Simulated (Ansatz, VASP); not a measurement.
One calculation of SrO, two programs

```
Sr O
1.0
     0.00000    2.56630    2.56630
     2.56630    0.00000    2.56630
     2.56630    2.56630    0.00000
Sr O
1 1
Direct
  0.50000 0.50000 0.50000
  0.00000 0.00000 0.00000
```

Alike in both runs: task relaxation of cell and atoms; functional PBE; k mesh 9 × 9 × 9; occupations fermi-dirac, width 0.05 eV; no spin polarisation.

|  | VASP | Ansatz |
| --- | --- | --- |
| version | VASP 6.6.1 | Ansatz 0.2.0 |
| potentials or method | VASP PAW PBE potentials, release 64 (Sr_sv, O), cutoff 600 eV | all-electron LAPW, scalar-relativistic |

|  | VASP | Ansatz | Ansatz less VASP |
| --- | --- | --- | --- |
| relaxed volume (Å³/atom) | 17.62 | 17.52 | -0.093 |
| relaxed cell length with the largest relative difference (Å) | 3.680 | 3.673 | -0.0065 |

Ansatz ran all-electron here, and VASP with PAW potentials.
